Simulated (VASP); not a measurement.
# Mg3Sb2 (P-3m1) in VASP: a series of runs

Mg3Sb2 is run at these levels: PBEsol, PBE; tasks: single point, relaxation of cell and atoms.

Program: VASP 6.6.1. These are calculated values, not measurements. Logs are shortened: lines on timing, memory, paths and dates and some standing lists are left out, and cuts for length are marked.

**1. The cell of the first run**

It takes space group P-3m1 (No. 164, trigonal). Conventional cell: a = 4.554 Å, b = 4.554 Å, c = 7.171 Å, α = 90.00°, β = 90.00°, γ = 120.00°. Within 4.1 Å of Mg (site symmetry -3m) lie 6 Sb at 3.08 Å and 6 Mg at 3.72 Å. Within 3.7 Å of Mg (site symmetry 3m) lie 4 Sb at 2.82 to 2.93 Å and 3 Mg at 3.25 Å. Within 3.7 Å of Sb (site symmetry 3m) lie 7 Mg at 2.82 to 3.08 Å.

**2. Single point, PBEsol**

Input file INCAR:

```
PREC = Accurate ; ENCUT = 520
EDIFF = 1E-6 ; ISMEAR = -1
SIGMA = 0.02 ; LREAL = F
LASPH = T ; NELM = 100
ALGO = Normal ; ISIF = 2
LWAVE = F ; LCHARG = F
GGA = PS ; NBANDS = 16
```

Input file KPOINTS:

```
Automatic mesh
0
Gamma
  6 6 4
```

Input file POSCAR:

```
Mg3Sb2
1.0
    4.5543502217      0.0000000000      0.0000000000
   -2.2771751108      3.9441829897      0.0000000000
    0.0000000000      0.0000000000      7.1707493255
Mg Sb
3 2
Direct
    0.0000000000      0.0000000000      0.0000000000
    0.3333333333      0.6666666667      0.6328526042
    0.6666666667      0.3333333333      0.3671473958
    0.3333333333      0.6666666667      0.2240964908
    0.6666666667      0.3333333333      0.7759035092
```

Potentials or basis: VASP PAW PBE potentials, release 64 (Mg, Sb).

Run with:

```
$ cat potpaw_PBE.64/Mg/POTCAR potpaw_PBE.64/Sb/POTCAR > POTCAR
$ mpirun -np 1 vasp_std > vasp.out
```

OUTCAR:

```text
PREC = Accurate
   ENCUT = 520
   EDIFF = 1E-6
   ISMEAR = -1
   LREAL = F
   LASPH = T
   NELM = 100
   ISIF = 2
   GGA = PS

 ion  position               nearest neighbor table
   1  0.000  0.000  0.000-   4 3.08   5 3.08   4 3.08   5 3.08   5 3.08   4 3.08
   2  0.333  0.667  0.633-   5 2.82   5 2.82   5 2.82   4 2.93   3 3.25   3 3.25   3 3.25
   3  0.667  0.333  0.367-   4 2.82   4 2.82   4 2.82   5 2.93   2 3.25   2 3.25   2 3.25
   4  0.333  0.667  0.224-   3 2.82   3 2.82   3 2.82   2 2.93   1 3.08   1 3.08   1 3.08
   5  0.667  0.333  0.776-   2 2.82   2 2.82   2 2.82   3 2.93   1 3.08   1 3.08   1 3.08

  LATTYP: Found a hexagonal cell.
 ALAT       =     4.5543502217
 C/A-ratio  =     1.5744835106

  Lattice vectors:

 A1 = (   4.5543502217,   0.0000000000,   0.0000000000)
 A2 = (  -2.2771751108,   3.9441829897,   0.0000000000)
 A3 = (   0.0000000000,   0.0000000000,   7.1707493255)

Analysis of symmetry for initial positions (statically):
=====================================================================
 Subroutine PRICEL returns:
 Original cell was already a primitive cell.

 Routine SETGRP: Setting up the symmetry group for a
 hexagonal supercell.

 Subroutine GETGRP returns: Found 12 space group operations
 (whereof 12 operations were pure point group operations)
 out of a pool of 24 trial point group operations.

The static configuration has the point symmetry D_3d.

Analysis of symmetry for dynamics (positions and initial velocities):
=====================================================================
 Subroutine PRICEL returns:
 Original cell was already a primitive cell.

 Routine SETGRP: Setting up the symmetry group for a
 hexagonal supercell.

 Subroutine GETGRP returns: Found 12 space group operations
 (whereof 12 operations were pure point group operations)
 out of a pool of 24 trial point group operations.

The dynamic configuration has the point symmetry D_3d.

 Subroutine INISYM returns: Found 12 space group operations
 (whereof 12 operations are pure point group operations),
 and found     1 'primitive' translations

----------------------------------------------------------------------------------------

                                     Primitive cell

  volume of cell :     128.8095

  direct lattice vectors                    reciprocal lattice vectors
     4.554350222  0.000000000  0.000000000     0.219570290  0.126768966  0.000000000
    -2.277175111  3.944182990  0.000000000     0.000000000  0.253537932  0.000000000
     0.000000000  0.000000000  7.170749326     0.000000000  0.000000000  0.139455440

[... 93 lines left out ...]
   NFREE  =      0    steps in history (QN), initial steepest desc. (CG)
   ISIF   =      2    stress and relaxation
   ISYM   =      2    0-nonsym 1-usesym 2-fastsym
   POTIM  = 0.5000    time-step for ionic-motion
   TEBEG  =    0.0;   TEEND  =   0.0 temperature during run
   PSTRESS=    0.0 pullay stress
   NELECT =      16.0000    total number of electrons
   NUPDOWN=      -1.0000    fix difference up-down
   EMIN   =  10.00;   EMAX   =-10.00  energy-range for DOS
   EFERMI =   0.00;   METHOD = LEGACY
   ISMEAR =    -1;   SIGMA  =   0.02  broadening in eV -4-tet -1-fermi 0-gaus
   EFERMI_NEDOS =   21; number of points for ismear=-14 and -15
   IALGO  =     38    algorithm
   IMIX   =      4    mixing-type and parameters
     AMIX     =   0.40;   BMIX     =  1.00
     AMIX_MAG =   1.60;   BMIX_MAG =  1.00
  volume/ion in A,a.u.               =      25.76       173.85
  Fermi-wavevector in a.u.,A,eV,Ry     =   0.816831  1.543587  9.077980  0.667213
  Thomas-Fermi vector in A             =   1.927170
   LORBIT       =      0    0 simple, 1 ext, 2 COOP (PROOUT), +10 PAW based schemes
   GGA     = PS    functional components
   LHFCALC =     F    Hartree Fock is set to
   AEXX    =    0.0000 exact exchange contribution
   IVDW    =     0    specifies the selected vdW correction
   LEPSILON=     F    determine dielectric tensor
   LRPA    =     F    only Hartree local field effects (RPA)
 non-spin polarized calculation
  energy-cutoff  :      520.00
  volume of cell :      128.81
 maximum number of plane-waves:      3489
 NGX is ok and might be reduce to    36
   NGX = 17   NGY = 17   NGZ = 27

 number of electron      16.0000000 magnetization

 Free energy of the ion-electron system (eV)
  ---------------------------------------------------
  ext. energy  EPLUGINS =         0.00000000
  ---------------------------------------------------
  free energy    TOTEN  =       -16.14767267 eV

  energy without entropy =      -16.14761082  energy(sigma->0) =      -16.14764175

 E-fermi :   4.6501     XC(G=0):  -8.9520

 val. band max:        4.5724162937   @ k =   0.0000   0.0000   0.0000
 cond. band min:       4.7447966514   @ k =   0.3333   0.3333   0.0000
 fundamental gap:      0.1723803577
 Fermi energy:         4.6501353631

 k-point     1 :       0.0000    0.0000    0.0000
  band No.  band energies     occupation
      1      -5.8954      2.00000
      2      -4.5855      2.00000
      3      -0.4833      2.00000
      4       3.3877      2.00000
      5       3.3877      2.00000
      6       4.1163      2.00000
[... 433 lines left out ...]
      3       0.1292      2.00000
      4       0.1292      2.00000
      5       0.4274      2.00000
      6       1.1241      2.00000
[... 8 lines left out ...]
     15       9.5993      0.00000
     16       9.9182      0.00000

------------------------ aborting loop because EDIFF is reached ----------------------------------------

  FORCE on cell =-STRESS in cart. coord.  units (eV):
  Direction    XX          YY          ZZ          XY          YZ          ZX
  --------------------------------------------------------------------------------------
  -------------------------------------------------------------------------------------
  Total        0.0920758      0.0920758      0.0973977      0.0000000      0.0000000     -0.0000000
  in kB        1.1452710      1.1452710      1.2114660      0.0000000      0.0000000     -0.0000000
  external PRESSURE =       1.1673360 kB  Pullay stress =       0.0000000 kB

 VOLUME and BASIS-vectors are now :
 -----------------------------------------------------------------------------
  energy-cutoff  :      520.00
  volume of cell :      128.81
      direct lattice vectors                 reciprocal lattice vectors
     4.554350222  0.000000000  0.000000000     0.219570290  0.126768966  0.000000000
    -2.277175111  3.944182990  0.000000000     0.000000000  0.253537932  0.000000000
     0.000000000  0.000000000  7.170749326     0.000000000  0.000000000  0.139455440

 POSITION                                       TOTAL-FORCE (eV/Angst)
 -----------------------------------------------------------------------------------
      0.00000      0.00000      0.00000        -0.000000      0.000000      0.000000
     -0.00000      2.62946      4.53803         0.000000      0.000000     -0.004178
      2.27718      1.31473      2.63272        -0.000000     -0.000000      0.004178
     -0.00000      2.62946      1.60694        -0.000000      0.000000     -0.018200
      2.27718      1.31473      5.56381         0.000000     -0.000000      0.018200
 -----------------------------------------------------------------------------------
    total drift:                               -0.000000     -0.000000      0.000000

  FREE ENERGIE OF THE ION-ELECTRON SYSTEM (eV)
  ---------------------------------------------------
  free  energy   TOTEN  =       -16.1476726696 eV

  energy  without entropy=      -16.1476108209  energy(sigma->0) =      -16.14764175
```

Wall time 45 s (1 thread of Intel Xeon Platinum 8488C (Sapphire Rapids), shared host); peak memory 0.25 GiB.

Results:

| Property | Result |
| --- | --- |
| Free energy | -16.1477 eV |
| Pressure | 0.1 GPa |
| Largest force | 0.018 eV/Å |
| Band gap on the k mesh | 0.17 eV, indirect (least direct gap 1.09 eV) |

Forces on the atoms (eV/Å):
```
Mg   0.000  0.000  0.000
Mg   0.000  0.000 -0.004
Mg   0.000  0.000  0.004
Sb   0.000  0.000 -0.018
Sb   0.000  0.000  0.018
```

Caveat: the PAW data sets were made with another functional, which shifts forces and pressure a little; spin-orbit coupling is left out, which moves the levels of the heavy elements. A k mesh can miss the band edges.

[end of part 1 of 2]
